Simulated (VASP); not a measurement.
# Au (Fm-3m) in VASP: a series of runs, part 2 of 2

VASP 6.6.1. Earlier steps stand in the parts before.

**4. Electric field gradients, PBE+D3(BJ)**

This run uses another cell than the first one, of 16.77 Å³/atom, 1.042 times its volume.

Input file INCAR:

```
SYSTEM = Au
  PREC = Accurate
  ENCUT = 520
  EDIFF = 1E-8
  ISMEAR = -1
  SIGMA = 0.08
  LREAL = .False.
  LASPH = .True.
  NELM = 60
  ALGO = Normal
  ISIF = 2
  LWAVE = .False.
  LCHARG = .False.
  GGA = PE
  IVDW = 12
  LEFG = .True.
  NBANDS = 12
```

Input file KPOINTS:

```
Automatic mesh
0
Gamma
  14 14 14
  0 0 0
```

Input file POSCAR:

```
Au
1.0
    0.0000000000      2.0317713984      2.0317713984
    2.0317713984      0.0000000000      2.0317713984
    2.0317713984      2.0317713984      0.0000000000
Au
1
Direct
    0.0000000000      0.0000000000      0.0000000000
```

Potentials or basis: VASP PAW PBE potentials, release 64 (Au).

On the command line:

```console
$ cat potpaw_PBE.64/Au/POTCAR > POTCAR
$ mpirun -np 1 vasp_std > vasp.out
```

OUTCAR:

```text
SYSTEM = Au
   PREC = Accurate
   ENCUT = 520
   EDIFF = 1E-8
   ISMEAR = -1
   LREAL = .False.
   LASPH = .True.
   NELM = 60
   ISIF = 2
   GGA = PE
   IVDW = 12
 IVDW          = 12

 ion  position               nearest neighbor table
   1  0.000  0.000  0.000-

  LATTYP: Found a face centered cubic cell.
 ALAT       =     4.0635427968

  Lattice vectors:

 A1 = (   0.0000000000,   2.0317713984,   2.0317713984)
 A2 = (   2.0317713984,   0.0000000000,   2.0317713984)
 A3 = (   2.0317713984,   2.0317713984,   0.0000000000)

Analysis of symmetry for initial positions (statically):
[... 33 lines left out ...]
                                     Primitive cell

  volume of cell :      16.7747

  direct lattice vectors                    reciprocal lattice vectors
[... 512 lines left out ...]
  Total       0.49718     0.49718     0.49718     0.00000     0.00000     0.00000
  in kB      47.48639    47.48639    47.48639     0.00000     0.00000     0.00000
  external pressure =       47.49 kB  Pullay stress =        0.00 kB

 VOLUME and BASIS-vectors are now :
 -----------------------------------------------------------------------------
  energy-cutoff  :      520.00
  volume of cell :       16.77
      direct lattice vectors                 reciprocal lattice vectors
     0.000000000  2.031771398  2.031771398    -0.246090678  0.246090678  0.246090678
     2.031771398  0.000000000  2.031771398     0.246090678 -0.246090678  0.246090678
     2.031771398  2.031771398  0.000000000     0.246090678  0.246090678 -0.246090678

 POSITION                                       TOTAL-FORCE (eV/Angst)
 -----------------------------------------------------------------------------------
      0.00000      0.00000      0.00000         0.000000     -0.000000     -0.000000
 -----------------------------------------------------------------------------------
    total drift:                               -0.000000      0.000000      0.000000

  FREE ENERGIE OF THE ION-ELECTRON SYSTEM (eV)
  ---------------------------------------------------
  free  energy   TOTEN  =        -3.8585422263 eV

  energy  without entropy=       -3.8519764825  energy(sigma->0) =       -3.85525935

 Electric field gradients (V/A^2)
---------------------------------------------------------------------
 ion       V_xx      V_yy      V_zz      V_xy      V_xz      V_yz
---------------------------------------------------------------------
   1      -0.000     0.000    -0.000     0.000     0.000     0.000
---------------------------------------------------------------------

 Electric field gradients after diagonalization (V/A^2)
 (convention: |V_zz| > |V_xx| > |V_yy|)
----------------------------------------------------------------------
 ion       V_xx      V_yy      V_zz     asymmetry (V_yy - V_xx)/ V_zz
----------------------------------------------------------------------
   1      -0.000    -0.000     0.000       0.000
----------------------------------------------------------------------

           NMR quadrupolar parameters

 Cq : quadrupolar parameter    Cq=e*Q*V_zz/h
 eta: asymmetry parameters     (V_yy - V_xx)/ V_zz
 Q  : nuclear electric quadrupole moment in mb (millibarn)
----------------------------------------------------------------------
 ion       Cq(MHz)       eta       Q (mb)
----------------------------------------------------------------------
   1       0.000       0.000       1.000
----------------------------------------------------------------------
```

stdout:

```text
POSCAR found type information on POSCAR Au
 POSCAR found :  1 types and       1 ions
 scaLAPACK will be used
 LDA part: xc-table for (Slater+PW92), standard interpolation
 POSCAR, INCAR and KPOINTS ok, starting setup
 FFT: planning ... GRIDC
 FFT: planning ... GRID_SOFT
 FFT: planning ... GRID
 WAVECAR not read
 entering main loop
ion   1
```

Run time: 28 s. Hardware: 1 thread of Intel Xeon 8259CL, shared host; peak memory 0.16 GiB.

What came out:

```
Free energy                : -3.8585 eV
Pressure                   : 4.7 GPa
Dispersion energy per atom : -0.676 eV
```

Levels at points of the mesh, in eV from the Fermi level:
```tsv
k point	band 4	band 5	band 6	band 7	band 8	band 9
(0.00, 0.00, 0.00)	-4.76	-3.20	-3.20	14.52	18.62	18.62
(0.50, 0.00, 0.00)	-1.96	-1.96	-1.01	3.18	13.98	17.28
(0.50, 0.50, 0.00)	-1.63	-1.63	1.00	5.93	10.08	10.08
```

Caveat: without QUAD_EFG the Cq values of the log hold for a quadrupole moment of 1 mb, not for the nuclei; spin-orbit coupling is left out, which moves the levels of the heavy elements; pairwise dispersion overbinds metals, which lowers pressure and volume.

**5. Electric field gradients, PBE**

This run uses another cell than the first one, of 17.12 Å³/atom, 1.063 times its volume.

Input file INCAR:

```
SYSTEM = Au
ALGO     = Normal         ! electronic algorithm
EDIFF    = 1E-8           ! SCF threshold, eV
ENCUT    = 520            ! plane-wave cutoff, eV
GGA      = PE             ! functional
ISIF     = 2              ! what is computed and relaxed
ISMEAR   = -1             ! smearing method
LASPH    = .True.         ! aspherical terms in the spheres
LCHARG   = .False.        ! write CHGCAR
LEFG     = .True.       
LREAL    = .False.        ! projectors in reciprocal space
LWAVE    = .False.        ! write WAVECAR
NBANDS   = 12             ! bands
NELM     = 100            ! most SCF steps
PREC     = Accurate       ! precision mode
SIGMA    = 0.08           ! smearing width, eV
```

Input file KPOINTS:

```
k-points
0
Gamma
  14 14 14
  0 0 0
```

Input file POSCAR:

```
Au
1.0
    0.0000000000      2.0455000000      2.0455000000
    2.0455000000      0.0000000000      2.0455000000
    2.0455000000      2.0455000000      0.0000000000
Au
1
Direct
    0.0000000000      0.0000000000      0.0000000000
```

Potentials or basis: VASP PAW PBE potentials, release 64 (Au).

On the command line:

```console
$ cat potpaw_PBE.64/Au/POTCAR > POTCAR
$ mpirun -np 1 vasp_std > vasp.out
```

OUTCAR:

```text
SYSTEM = Au
   EDIFF = 1E-8
   ENCUT = 520
   GGA = PE
   ISIF = 2
   ISMEAR = -1
   LASPH = .True.
   LREAL = .False.
   NELM = 100
   PREC = Accurate

 ion  position               nearest neighbor table
   1  0.000  0.000  0.000-

  LATTYP: Found a face centered cubic cell.
 ALAT       =     4.0910000000

  Lattice vectors:

 A1 = (   0.0000000000,   2.0455000000,   2.0455000000)
 A2 = (   2.0455000000,   0.0000000000,   2.0455000000)
 A3 = (   2.0455000000,   2.0455000000,   0.0000000000)

Analysis of symmetry for initial positions (statically):
[... 33 lines left out ...]
                                     Primitive cell

  volume of cell :      17.1170

  direct lattice vectors                    reciprocal lattice vectors
     0.000000000  2.045500000  2.045500000    -0.244439012  0.244439012  0.244439012
     2.045500000  0.000000000  2.045500000     0.244439012 -0.244439012  0.244439012
     2.045500000  2.045500000  0.000000000     0.244439012  0.244439012 -0.244439012

  length of vectors
     2.892773842  2.892773842  2.892773842     0.423380789  0.423380789  0.423380789

  position of ions in fractional coordinates (direct lattice)
     0.000000000  0.000000000  0.000000000

  ion indices of the primitive-cell ions
   primitive index   ion index
                 1           1

----------------------------------------------------------------------------------------

 KPOINTS: k-points

Automatic generation of k-mesh.
 Grid dimensions read from file:
 generate k-points for:   14   14   14

 Generating k-lattice:

  Cartesian coordinates                     Fractional coordinates (reciprocal lattice)
    -0.017459929  0.017459929  0.017459929     0.071428571  0.000000000  0.000000000
[... 119 lines left out ...]
      4       4.7298      2.00000
      5       6.2330      2.00000
      6       6.2330      2.00000
      7      23.9286      0.00000
      8      27.9044      0.00000
      9      27.9044      0.00000
     10      27.9044      0.00000
     11      32.7933      0.00000
     12      37.3837      0.00000
[... 331 lines left out ...]
 k-point    24 :       0.2857    0.1429    0.0000
  band No.  band energies     occupation
      1       1.8066      2.00000
      2       4.0154      2.00000
      3       5.0135      2.00000
      4       5.4147      2.00000
      5       6.2780      2.00000
      6       6.7948      2.00000
      7      21.3814      0.00000
      8      25.4962      0.00000
      9      25.7448      0.00000
     10      27.6851      0.00000
     11      30.4486      0.00000
     12      33.7857      0.00000

 [... further k-points ...]
[... 5 lines left out ...]
  --------------------------------------------------------------------------------------
  -------------------------------------------------------------------------------------
  Total        0.8036382      0.8036382      0.8036382      0.0000000     -0.0000000      0.0000000
  in kB       75.2216282     75.2216282     75.2216282      0.0000000     -0.0000000      0.0000000
  external PRESSURE =      75.2216282 kB  Pullay stress =       0.0000000 kB

 VOLUME and BASIS-vectors are now :
 -----------------------------------------------------------------------------
  energy-cutoff  :      520.00
  volume of cell :       17.12
      direct lattice vectors                 reciprocal lattice vectors
     0.000000000  2.045500000  2.045500000    -0.244439012  0.244439012  0.244439012
     2.045500000  0.000000000  2.045500000     0.244439012 -0.244439012  0.244439012
     2.045500000  2.045500000  0.000000000     0.244439012  0.244439012 -0.244439012

 POSITION                                       TOTAL-FORCE (eV/Angst)
 -----------------------------------------------------------------------------------
      0.00000      0.00000      0.00000        -0.000000     -0.000000      0.000000
 -----------------------------------------------------------------------------------
    total drift:                               -0.000000      0.000000     -0.000000

  FREE ENERGIE OF THE ION-ELECTRON SYSTEM (eV)
  ---------------------------------------------------
  free  energy   TOTEN  =        -3.2025289864 eV

  energy  without entropy=       -3.1958132558  energy(sigma->0) =       -3.19917112

 Electric field gradients (V/A^2)
---------------------------------------------------------------------
 ion       V_xx      V_yy      V_zz      V_xy      V_xz      V_yz
---------------------------------------------------------------------
   1      -0.000     0.000     0.000    -0.000    -0.000    -0.000
---------------------------------------------------------------------

 Electric field gradients after diagonalization (V/A^2)
 (convention: |V_zz| > |V_xx| > |V_yy|)
----------------------------------------------------------------------
 ion       V_xx      V_yy      V_zz     asymmetry (V_yy - V_xx)/ V_zz
----------------------------------------------------------------------
   1       0.000     0.000    -0.000       0.000
----------------------------------------------------------------------

           NMR quadrupolar parameters

 Cq : quadrupolar parameter    Cq=e*Q*V_zz/h
 eta: asymmetry parameters     (V_yy - V_xx)/ V_zz
 Q  : nuclear electric quadrupole moment in mb (millibarn)
----------------------------------------------------------------------
 ion       Cq(MHz)       eta       Q (mb)
----------------------------------------------------------------------
   1      -0.000       0.000       1.000
----------------------------------------------------------------------
```

It took 30 s on 1 thread of Intel Xeon 8259CL, shared host; peak memory 0.15 GiB.

What came out:

```yaml
Free_energy: -3.2025 eV
Pressure: 7.5 GPa
```

Caveat: without QUAD_EFG the Cq values of the log hold for a quadrupole moment of 1 mb, not for the nuclei; spin-orbit coupling is left out, which moves the levels of the heavy elements.

**6. Electric field gradients, PBE (volume scaled by 1.02)**

Input file INCAR:

```
SYSTEM = Au
  PREC = Accurate
  ENCUT = 520
  EDIFF = 1E-8
  ISMEAR = -1
  SIGMA = 0.08
  LREAL = .False.
  LASPH = .True.
  NELM = 80
  ALGO = Normal
  ISIF = 2
  LWAVE = .False.
  LCHARG = .False.
  GGA = PE
  LEFG = .True.
  NBANDS = 12
```

Input file KPOINTS:

```
Automatic mesh
0
Gamma
  14 14 14
  0 0 0
```

Input file POSCAR:

```
Au
1.0
    0.0000000000      2.0590467524      2.0590467524
    2.0590467524      0.0000000000      2.0590467524
    2.0590467524      2.0590467524      0.0000000000
Au
1
Direct
    0.0000000000      0.0000000000      0.0000000000
```

Potentials or basis: VASP PAW PBE potentials, release 64 (Au).

On the command line:

```console
$ cat potpaw_PBE.64/Au/POTCAR > POTCAR
$ mpirun -np 1 vasp_std > vasp.out
```

OUTCAR:

```text
SYSTEM = Au
   PREC = Accurate
   ENCUT = 520
   EDIFF = 1E-8
   ISMEAR = -1
   LREAL = .False.
   LASPH = .True.
   NELM = 80
   ISIF = 2
   GGA = PE

 ion  position               nearest neighbor table
   1  0.000  0.000  0.000-

  LATTYP: Found a face centered cubic cell.
 ALAT       =     4.1180935048

  Lattice vectors:

 A1 = (   0.0000000000,   2.0590467524,   2.0590467524)
 A2 = (   2.0590467524,   0.0000000000,   2.0590467524)
 A3 = (   2.0590467524,   2.0590467524,   0.0000000000)

Analysis of symmetry for initial positions (statically):
[... 33 lines left out ...]
                                     Primitive cell

  volume of cell :      17.4594

  direct lattice vectors                    reciprocal lattice vectors
     0.000000000  2.059046752  2.059046752    -0.242830815  0.242830815  0.242830815
     2.059046752  0.000000000  2.059046752     0.242830815 -0.242830815  0.242830815
     2.059046752  2.059046752  0.000000000     0.242830815  0.242830815 -0.242830815

[... 507 lines left out ...]

 VOLUME and BASIS-vectors are now :
 -----------------------------------------------------------------------------
  energy-cutoff  :      520.00
  volume of cell :       17.46
      direct lattice vectors                 reciprocal lattice vectors
     0.000000000  2.059046752  2.059046752    -0.242830815  0.242830815  0.242830815
     2.059046752  0.000000000  2.059046752     0.242830815 -0.242830815  0.242830815
     2.059046752  2.059046752  0.000000000     0.242830815  0.242830815 -0.242830815

 POSITION                                       TOTAL-FORCE (eV/Angst)
 -----------------------------------------------------------------------------------
      0.00000      0.00000      0.00000         0.000000      0.000000      0.000000
 -----------------------------------------------------------------------------------
    total drift:                               -0.000000      0.000000     -0.000000

  FREE ENERGIE OF THE ION-ELECTRON SYSTEM (eV)
  ---------------------------------------------------
  free  energy   TOTEN  =        -3.2151055671 eV

  energy  without entropy=       -3.2081878505  energy(sigma->0) =       -3.21164671

 Electric field gradients (V/A^2)
---------------------------------------------------------------------
 ion       V_xx      V_yy      V_zz      V_xy      V_xz      V_yz
---------------------------------------------------------------------
   1       0.000     0.000     0.000    -0.000    -0.000    -0.000
---------------------------------------------------------------------

 Electric field gradients after diagonalization (V/A^2)
 (convention: |V_zz| > |V_xx| > |V_yy|)
----------------------------------------------------------------------
 ion       V_xx      V_yy      V_zz     asymmetry (V_yy - V_xx)/ V_zz
----------------------------------------------------------------------
   1       0.000     0.000    -0.000       0.000
----------------------------------------------------------------------

           NMR quadrupolar parameters

 Cq : quadrupolar parameter    Cq=e*Q*V_zz/h
 eta: asymmetry parameters     (V_yy - V_xx)/ V_zz
 Q  : nuclear electric quadrupole moment in mb (millibarn)
----------------------------------------------------------------------
 ion       Cq(MHz)       eta       Q (mb)
----------------------------------------------------------------------
   1      -0.000       0.000       1.000
----------------------------------------------------------------------
```

Wall time 27 s (1 thread of Intel Xeon 8259CL, shared host); peak memory 0.15 GiB.

Results:

* Free energy: -3.2151 eV
* Pressure: 4.1 GPa

Caveat: the cell differs from its parent crystal (volume scaled by 1.02); without QUAD_EFG the Cq values of the log hold for a quadrupole moment of 1 mb, not for the nuclei; spin-orbit coupling is left out, which moves the levels of the heavy elements.

**7. Summary**

| level | cell | gap on the mesh (eV) | pressure (GPa) |
| --- | --- | --- | --- |
| PBE | a = 2.834 Å, angles 60.0°, 1 atom | none | 20.9 |
| PBE | a = 2.873 Å, angles 60.0°, 1 atom | none | 11.5 |
| PBE+D3(BJ) | a = 2.873 Å, angles 60.0°, 1 atom | none | 4.7 |
| PBE | a = 2.893 Å, angles 60.0°, 1 atom | none | 7.5 |
| PBE | a = 2.912 Å, angles 60.0°, 1 atom | none | 4.1 |

Alike in all rows: task electric field gradients; potentials or basis VASP PAW PBE potentials, release 64 (Au); no spin polarisation; k mesh 14 × 14 × 14; cutoff (eV) 520; smearing fermi-dirac 0.08 eV.

Caveats: spin-orbit coupling is left out, which moves the levels of the heavy elements; pairwise dispersion overbinds metals, which lowers pressure and volume (some runs).

Total energies depend on the potentials used, so only differences within one code and one set of settings carry meaning.
